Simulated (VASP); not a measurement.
**Mo: single point with r2SCAN**

The system is Mo.

```
CELL_PARAMETERS angstrom
2.73497 0.00000 0.00000
-1.36749 2.36856 0.00000
0.00000 0.00000 4.93295
ATOMIC_POSITIONS crystal
Mo 0.33333 0.66667 0.75000
Mo 0.66667 0.33333 0.25000
```

This isn't the form of Mo at room conditions, which is bcc.

```json
{
 "Program": "VASP 6.6.1",
 "Task": "single point",
 "Functional": "r2SCAN",
 "Potentials or basis": "VASP PAW PBE potentials, release 64 (Mo_sv)",
 "Cutoff": "520 eV",
 "k mesh": "18 × 18 × 8",
 "Occupations": "gaussian, width 0.05 eV",
 "Spin": "no spin polarisation",
 "Dipole correction": "no",
 "Further INCAR settings": "ALGO = Normal; EDIFF = 1e-06; NBANDS = 21"
}
```

| Property | Result |
| --- | --- |
| Pressure | 1.0 GPa |
| Band gap on the k mesh | zero (bands 14 and 15 overlap by 2.07 eV) |

Stress tensor (GPa, compression positive):
```
1.11 0.00 0.00
0.00 1.11 0.00
0.00 0.00 0.85
```

Levels at points of the mesh, in eV from the Fermi level:
```csv
k point,band 10,band 11,band 12,band 13,band 14,band 15,band 16,band 17,band 18,band 19
"(0.00, 0.00, 0.00)",-5.12,-2.08,-0.71,-0.71,-0.23,-0.23,0.28,1.69,1.69,3.59
"(0.50, 0.00, 0.00)",-4.48,-4.45,-1.37,-0.50,-0.31,-0.26,3.82,4.74,4.97,6.03
"(0.00, 0.00, 0.50)",-5.58,-2.23,-2.23,-0.66,-0.66,-0.66,-0.66,2.92,2.92,2.92
"(0.50, 0.00, 0.50)",-5.05,-3.61,-3.61,1.39,1.39,1.75,1.75,4.75,4.75,4.87
```

Wall time 4.8 min on 1 thread of Intel(R) Xeon(R) Platinum 8259CL CPU @ 2.50GHz (Skylake/Cascade Lake) (shared host), peak memory 0.22 GiB.

Caveat: the PAW data sets were made with another functional, which shifts forces and pressure a little.
